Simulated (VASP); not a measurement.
Here is a VASP 6.6.1 calculation.

The input INCAR:

```
SYSTEM = MoS2
PREC     = Accurate       ! precision mode
ENCUT    = 520            ! plane-wave cutoff, eV
EDIFF    = 1E-7           ! SCF threshold, eV
ISMEAR   = -1             ! smearing method
SIGMA    = 0.05           ! smearing width, eV
LREAL    = .False.        ! projectors in reciprocal space
LASPH    = .True.         ! aspherical terms in the spheres
NELM     = 100            ! most SCF steps
ALGO     = Normal         ! electronic algorithm
ISIF     = 2              ! what is computed and relaxed
LWAVE    = .False.        ! write WAVECAR
LCHARG   = .False.        ! write CHGCAR
GGA      = PS             ! functional
NBANDS   = 20             ! bands
```

File KPOINTS:

```
Automatic mesh
0
Gamma
  10 10 2
  0 0 0
```

File POSCAR:

```
MoS2
1.0
    3.1627554646      0.0000000000      0.0000000000
   -1.5813777323      2.7390265783      0.0000000000
    0.0000000000      0.0000000000     17.2182568475
Mo S
1 2
Direct
    0.0000000000      0.0000000000      0.0000000000
    0.3333333333      0.6666666667      0.9105070200
    0.3333333333      0.6666666667      0.0894929800
```

Potentials or basis: VASP PAW PBE potentials, release 64 (Mo_sv, S).

Run with:

```sh
$ cat potpaw_PBE.64/Mo_sv/POTCAR potpaw_PBE.64/S/POTCAR > POTCAR
$ mpirun -np 1 vasp_std > vasp.out
```

**Question.** What does it give for the largest force?

**Answer.** 0.194 eV/Å.

**Question.** What does it give for the band gap on the k mesh?

**Answer.** 1.80 eV (least direct gap 1.99 eV).

Forces in eV/Å, atoms in the order of the input:
```
Mo   0.000  0.000  0.000
S    0.000  0.000 -0.194
S    0.000  0.000  0.194
```

Caveat: there is no dipole correction, which matters where the two faces differ; the PAW data sets were made with another functional, which shifts forces and pressure a little.
